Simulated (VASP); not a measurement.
# Mg (P6/mmm) in VASP: further runs

Mg is run at these levels: PBE; tasks: relaxation of cell and atoms.

Program: VASP 6.6.1. These are calculated values, not measurements. Logs are shortened: lines on timing, memory, paths and dates and some standing lists are left out, and cuts for length are marked.

## (1) The cell of the first run

Symmetry: P6/mmm, No. 191, hexagonal system. Conventional cell: a = 4.005 Å, b = 4.005 Å, c = 2.483 Å, α = 90.00°, β = 90.00°, γ = 120.00°. Within 3.3 Å of Mg (site symmetry 6/mmm) lie 14 Mg at 2.48 to 2.62 Å. Within 3.1 Å of Mg (site symmetry -6m2) lie 11 Mg at 2.31 to 2.62 Å.

This isn't the form of Mg at room conditions, which is hcp.

## (2) Relaxation of cell and atoms, PBE, target pressure 94 GPa, at which the enthalpy is minimised

File INCAR:

```
SYSTEM = Mg
ALGO = Normal
EDIFF = 1E-6
EDIFFG = -0.005
ENCUT = 600
GGA = PE
IBRION = 2
ISIF = 3
ISMEAR = -1
LASPH = .TRUE.
LCHARG = .FALSE.
LREAL = .FALSE.
LWAVE = .FALSE.
NELM = 60
NSW = 60
PREC = Accurate
PSTRESS = 940.0
SIGMA = 0.1
```

File KPOINTS:

```
k-points
0
G
  9 9 13
  0 0 0
```

File POSCAR:

```
Mg
1.0
    4.0051225372      0.0000000000      0.0000000000
   -2.0025612686      3.4685378625      0.0000000000
    0.0000000000      0.0000000000      2.4831759730
Mg
3
Direct
    0.0000000000      0.0000000000      0.0000000000
    0.3333333333      0.6666666667      0.5000000000
    0.6666666667      0.3333333333      0.5000000000
```

Potentials or basis: VASP PAW PBE potentials, release 64 (Mg).

Started as:

```sh
$ cat potpaw_PBE.64/Mg/POTCAR > POTCAR
$ mpirun -np 1 vasp_std > vasp.out
```

OUTCAR:

```text
SYSTEM = Mg
   EDIFF = 1E-6
   EDIFFG = -0.005
   ENCUT = 600
   GGA = PE
   IBRION = 2
   ISIF = 3
   ISMEAR = -1
   LASPH = .TRUE.
   LREAL = .FALSE.
   NELM = 60
   NSW = 60
   PREC = Accurate
   PSTRESS = 940.0

 ion  position               nearest neighbor table
   1  0.000  0.000  0.000-   2 2.62   3 2.62   2 2.62   3 2.62   3 2.62   3 2.62   2 2.62   2 2.62
                             3 2.62   3 2.62   2 2.62   2 2.62
   2  0.333  0.667  0.500-   3 2.31   3 2.31   3 2.31   1 2.62   1 2.62   1 2.62   1 2.62   1 2.62
                             1 2.62   3 3.39   3 3.39   3 3.39   3 3.39   3 3.39   3 3.39
   3  0.667  0.333  0.500-   2 2.31   2 2.31   2 2.31   1 2.62   1 2.62   1 2.62   1 2.62   1 2.62
                             1 2.62   2 3.39   2 3.39   2 3.39   2 3.39   2 3.39   2 3.39

  LATTYP: Found a hexagonal cell.
 ALAT       =     4.0051225372
 C/A-ratio  =     0.6200000000

  Lattice vectors:

 A1 = (   4.0051225372,   0.0000000000,   0.0000000000)
 A2 = (  -2.0025612686,   3.4685378625,   0.0000000000)
 A3 = (   0.0000000000,   0.0000000000,   2.4831759730)

Analysis of symmetry for initial positions (statically):
=====================================================================
 Subroutine PRICEL returns:
 Original cell was already a primitive cell.

 Routine SETGRP: Setting up the symmetry group for a
 hexagonal supercell.

 Subroutine GETGRP returns: Found 24 space group operations
 (whereof 24 operations were pure point group operations)
 out of a pool of 24 trial point group operations.

The static configuration has the point symmetry D_6h.

Analysis of symmetry for dynamics (positions and initial velocities):
=====================================================================
 Subroutine PRICEL returns:
 Original cell was already a primitive cell.

 Routine SETGRP: Setting up the symmetry group for a
 hexagonal supercell.

 Subroutine GETGRP returns: Found 24 space group operations
 (whereof 24 operations were pure point group operations)
 out of a pool of 24 trial point group operations.

The dynamic configuration has the point symmetry D_6h.

 Subroutine INISYM returns: Found 24 space group operations
 (whereof 24 operations are pure point group operations),
 and found     1 'primitive' translations

----------------------------------------------------------------------------------------

                                     Primitive cell

  volume of cell :      34.4961
[... 103 lines left out ...]
   NUPDOWN=      -1.0000    fix difference up-down
   EMIN   =  10.00;   EMAX   =-10.00  energy-range for DOS
   EFERMI =   0.00;   METHOD = LEGACY
   ISMEAR =    -1;   SIGMA  =   0.10  broadening in eV -4-tet -1-fermi 0-gaus
   EFERMI_NEDOS =   21; number of points for ismear=-14 and -15
   IALGO  =     38    algorithm
   IMIX   =      4    mixing-type and parameters
     AMIX     =   0.40;   BMIX     =  1.00
     AMIX_MAG =   1.60;   BMIX_MAG =  1.00
  volume/ion in A,a.u.               =      11.50        77.60
  Fermi-wavevector in a.u.,A,eV,Ry     =   0.913837  1.726901 11.362195  0.835098
  Thomas-Fermi vector in A             =   2.038394
   LORBIT       =      0    0 simple, 1 ext, 2 COOP (PROOUT), +10 PAW based schemes
   GGA     = PE    functional components
   LHFCALC =     F    Hartree Fock is set to
   AEXX    =    0.0000 exact exchange contribution
   IVDW    =     0    specifies the selected vdW correction
   LEPSILON=     F    determine dielectric tensor
   LRPA    =     F    only Hartree local field effects (RPA)
 conjugate gradient relaxation of ions
 non-spin polarized calculation
  energy-cutoff  :      600.00
  volume of cell :       34.50
 maximum number of plane-waves:      1176
 NGX is ok and might be reduce to    32

--------------------------------------- Ionic step        1  -------------------------------------------

 number of electron       6.0000000 magnetization

 Free energy of the ion-electron system (eV)
  ---------------------------------------------------
  ext. energy  EPLUGINS =         0.00000000
  ---------------------------------------------------
  free energy    TOTEN  =         1.54043805 eV

  energy without entropy =        1.56655562  energy(sigma->0) =        1.55349684

------------------------ aborting loop because EDIFF is reached ----------------------------------------

  FORCE on cell =-STRESS in cart. coord.  units (eV):
  Direction    XX          YY          ZZ          XY          YZ          ZX
  --------------------------------------------------------------------------------------
  -------------------------------------------------------------------------------------
  Total       21.6334297     21.6334297     18.7446656      0.0000000      0.0000000     -0.0000000
  in kB     1004.7689671   1004.7689671    870.5997452      0.0000000      0.0000000     -0.0000000
  external PRESSURE =      20.0458931 kB  Pullay stress =     940.0000000 kB
[... 260 lines left out ...]
--------------------------------------- Ionic step        8  -------------------------------------------

 number of electron       6.0000000 magnetization

 Free energy of the ion-electron system (eV)
  ---------------------------------------------------
  ext. energy  EPLUGINS =         0.00000000
  ---------------------------------------------------
  free energy    TOTEN  =         1.40104831 eV

  energy without entropy =        1.42728148  energy(sigma->0) =        1.41416489

 E-fermi :   7.5921     XC(G=0): -10.9224

 val. band max:        7.5350924442   @ k =   0.1111  -0.0000   0.3077
 cond. band min:       7.5960247938   @ k =   0.2222   0.0000   0.3077
 fundamental gap:      0.0609323496
 Fermi energy:         7.5920786438

 k-point     1 :       0.0000    0.0000    0.0000
  band No.  band energies     occupation
      1      -2.9019      2.00000
      2       7.3450      1.84409
      3       7.3450      1.84409
      4       7.3597      1.82170
      5       7.3597      1.82170
      6      10.5971      0.00000
      7      11.3862      0.00000
[... 221 lines left out ...]
 k-point    24 :       0.3333    0.3333    0.0769
  band No.  band energies     occupation
      1       1.1670      2.00000
      2       1.1942      2.00000
      3       1.1942      2.00000
      4      11.7966      0.00000
      5      11.9982      0.00000
      6      11.9982      0.00000
      7      19.0370      0.00000

 [... further k-points ...]

------------------------ aborting loop because EDIFF is reached ----------------------------------------

  FORCE on cell =-STRESS in cart. coord.  units (eV):
  Direction    XX          YY          ZZ          XY          YZ          ZX
  --------------------------------------------------------------------------------------
  -------------------------------------------------------------------------------------
  Total       20.3465523     20.3465523     20.3528585      0.0000000     -0.0000000      0.0000000
  in kB      940.2967461    940.2967461    940.5881806      0.0000000     -0.0000000      0.0000000
  external PRESSURE =       0.3938910 kB  Pullay stress =     940.0000000 kB
[... 22 lines left out ...]
  energy  without entropy=        1.4272814769  energy(sigma->0) =        1.41416489

  enthalpy is  TOTEN    =        21.7411795277 eV   P V=       20.3401312217

 reached required accuracy - stopping structural energy minimisation
```

OSZICAR:

```text
N       E                     dE             d eps       ncg     rms          rms(c)
DAV:   1     0.123030533663E+02    0.12303E+02   -0.27483E+03  1197   0.756E+02
DAV:   2     0.145608924735E+01   -0.10847E+02   -0.10645E+02  1659   0.677E+01
DAV:   3     0.136269066850E+01   -0.93399E-01   -0.92817E-01  1638   0.729E+00
[... 41 lines left out ...]
DAV:   1     0.140244331388E+01    0.60409E-02   -0.35852E-05  1498   0.432E-02    0.140E-03
DAV:   2     0.140244308146E+01   -0.23243E-06   -0.22569E-07  1155   0.383E-03
   7 F= 0.21741181E+02 E0= 0.21754292E+02  d E =-.791349E-05
       N       E                     dE             d eps       ncg     rms          rms(c)
DAV:   1     0.140104826084E+01   -0.13951E-02   -0.19681E-06  1470   0.961E-03    0.253E-04
DAV:   2     0.140104830597E+01    0.45125E-07   -0.15040E-08   609   0.103E-03
   8 F= 0.21741180E+02 E0= 0.21754296E+02  d E =-.891594E-05
```

CONTCAR:

```text
Mg
   1.00000000000000
     4.0624487856747091   -0.0000000000000000   -0.0000000000000000
    -2.0312243928373546    3.5181838500083003   -0.0000000000000000
    -0.0000000000000000    0.0000000000000000    2.4256606866858337
  Mg
     3
Direct
     0.0000000000000000    0.0000000000000000    1.0000000000000000
     0.3333333332999970    0.6666666667000030    0.5000000000000000
     0.6666666667000030    0.3333333332999970    0.5000000000000000

  0.00000000E+00  0.00000000E+00  0.00000000E+00
  0.00000000E+00  0.00000000E+00  0.00000000E+00
  0.00000000E+00  0.00000000E+00  0.00000000E+00
```

It took 83 s on 1 thread of Intel Xeon 8259CL, shared host; peak memory 0.17 GiB.

What came out:

```
Free energy                                                : 1.4010 eV
Relaxed volume                                             : 11.56 Å³/atom
Relaxed cell                                               : a = 4.062 Å, b = 4.062 Å, c = 2.426 Å, α = 90.00°, β = 90.00°, γ = 120.00°
Space group after relaxing (to 0.1 Å)                      : P6/mmm (No. 191)
Energy change on relaxing (the run minimises the enthalpy) : -46.5 meV/atom
Ionic steps                                                : 8
Pressure after relaxing                                    : 94.0 GPa
Band gap on the k mesh                                     : zero (bands 3 and 4 overlap by 4.94 eV)
```

Step by step:
```tsv
step	energy change (eV)	largest force (eV/Å)	pressure (GPa)	volume (Å³)
1	0.0000	0.0000	96.00	34.50
2	-0.4377	0.0000	89.33	35.19
3	-0.3235	0.0000	91.21	34.99
4	0.1658	0.0000	98.69	34.17
5	-0.1476	0.0000	93.91	34.68
6	-0.1440	0.0000	93.96	34.68
7	-0.1380	0.0000	94.06	34.67
8	-0.1394	0.0000	94.04	34.67
```

Final structure:
```
Mg
1.0
     4.06245    0.00000    0.00000
    -2.03122    3.51818    0.00000
     0.00000    0.00000    2.42566
Mg
3
Direct
  0.00000 0.00000 0.00000
  0.33333 0.66667 0.50000
  0.66667 0.33333 0.50000
```

Levels at points of the mesh, in eV from the Fermi level:
| k point | band 1 | band 2 | band 3 | band 4 | band 5 | band 6 |
| --- | --- | --- | --- | --- | --- | --- |
| (0.00, 0.00, 0.00) | -10.49 | -0.25 | -0.25 | -0.23 | -0.23 | 3.01 |

Caveat: the cell is relaxed towards a set pressure, so the run minimises the enthalpy, not the energy.

## (3) Relaxation of cell and atoms, PBE, target pressure 94 GPa, at which the enthalpy is minimised

This run uses another cell than the first one, of the same volume but with other edges.

File INCAR:

```
SYSTEM = Mg
PREC = Accurate
ENCUT = 600
EDIFF = 1E-6
ISMEAR = -1
SIGMA = 0.1
LREAL = .FALSE.
LASPH = .TRUE.
NELM = 80
ALGO = Normal
ISIF = 3
LWAVE = .FALSE.
LCHARG = .FALSE.
GGA = PE
IBRION = 2
NSW = 32
EDIFFG = -0.005
PSTRESS = 940.0
```

File KPOINTS:

```
Automatic mesh
0
G
  9 9 13
  0 0 0
```

File POSCAR:

```
Mg
1.0
    4.0552541389      0.0000000000      0.0000000000
   -2.0276270694      3.5119531031      0.0000000000
    0.0000000000      0.0000000000      2.4220068637
Mg
3
Direct
    0.0000000000      0.0000000000      0.0000000000
    0.3333333333      0.6666666667      0.5000000000
    0.6666666667      0.3333333333      0.5000000000
```

Potentials or basis: VASP PAW PBE potentials, release 64 (Mg).

Started as:

```sh
$ cat potpaw_PBE.64/Mg/POTCAR > POTCAR
$ mpirun -np 1 vasp_std > vasp.out
```

It took 48 s on 1 thread of Intel Xeon 8259CL, shared host; peak memory 0.17 GiB.

It converged, with:

| Item | Value |
| --- | --- |
| Free energy | 1.3988 eV |
| Relaxed volume | 11.56 Å³/atom |
| Relaxed cell | a = 4.062 Å, b = 4.062 Å, c = 2.426 Å, α = 90.00°, β = 90.00°, γ = 120.00° |
| Space group after relaxing (to 0.1 Å) | P6/mmm (No. 191) |
| Energy change on relaxing (the run minimises the enthalpy) | -35.2 meV/atom |
| Ionic steps | 3 |
| Pressure after relaxing | 94.0 GPa |
| Band gap on the k mesh | zero (bands 3 and 4 overlap by 4.94 eV) |

The path:
```
step  energy change (eV)  largest force (eV/Å)  pressure (GPa)  volume (Å³)
   1              0.0000                0.0000           95.65        34.49
   2             -0.3451                0.0000           90.29        35.09
   3             -0.1057                0.0000           94.00        34.67
```

Final structure:
```cif
data_structure
_symmetry_space_group_name_H-M 'P 1'
_symmetry_Int_Tables_number 1
_cell_length_a 4.0624
_cell_length_b 4.0624
_cell_length_c 2.4260
_cell_angle_alpha 90.000
_cell_angle_beta 90.000
_cell_angle_gamma 120.000
_cell_volume 34.67
loop_
_atom_site_label
_atom_site_type_symbol
_atom_site_fract_x
_atom_site_fract_y
_atom_site_fract_z
_atom_site_occupancy
Mg1 Mg 0.00000 0.00000 0.00000 1
Mg2 Mg 0.33333 0.66667 0.50000 1
Mg3 Mg 0.66667 0.33333 0.50000 1
```

Levels at points of the mesh, in eV from the Fermi level:
| k point | band 1 | band 2 | band 3 | band 4 | band 5 | band 6 | band 7 |
| --- | --- | --- | --- | --- | --- | --- | --- |
| (0.00, 0.00, 0.00) | -10.49 | -0.25 | -0.25 | -0.23 | -0.23 | 3.01 | 3.79 |

Caveat: the cell is relaxed towards a set pressure, so the run minimises the enthalpy, not the energy.
